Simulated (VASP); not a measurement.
GaN, 2 atoms in the cell. Symmetry: I-4m2, No. 119, tetragonal system. Conventional cell: a = 3.180 Å, b = 3.180 Å, c = 4.453 Å, α = 90.00°, β = 90.00°, γ = 90.00°. Ga (site symmetry -4m2) has 4 N at 1.94 Å within 2.6 Å. Within 2.6 Å of N (site symmetry -4m2) lie 4 Ga at 1.94 Å.  This cell differs from its parent crystal: uniaxial z strain -1.0%.

* Program: VASP 6.6.1
* Task: single point
* Functional: r2SCAN
* Potentials or basis: VASP PAW PBE potentials, release 64 (Ga_d, N)
* Cutoff: 520 eV
* k mesh: 10 × 10 × 10
* Occupations: gaussian, width 0.01 eV
* Spin: non-collinear spin, zero start, spin-orbit coupling
* Starting moments: [[0.0, 0.0, 0.0], [0.0, 0.0, 0.0]] μB
* Dipole correction: no
* Further INCAR settings: ALGO = Normal; EDIFF = 1e-06; NBANDS = 30

Potentials or basis: VASP PAW PBE potentials, release 64 (Ga_d, N).

Run with:

```console
$ cat potpaw_PBE.64/Ga_d/POTCAR potpaw_PBE.64/N/POTCAR > POTCAR
$ cp INCAR.step1 INCAR
$ mpirun -np 1 vasp_ncl > vasp.out
$ cp INCAR.step2 INCAR
$ mpirun -np 1 vasp_ncl > vasp.out
```

Hardware: 1 thread of Oxide Virtual Turin-like Processor, with other jobs on the host.

Problem. Estimate the wall time of this run.

Solution. Run time: 43 min on 1 thread of Oxide Virtual Turin-like Processor, with other jobs on the host, peak memory 0.29 GiB. Counts: k points 158.
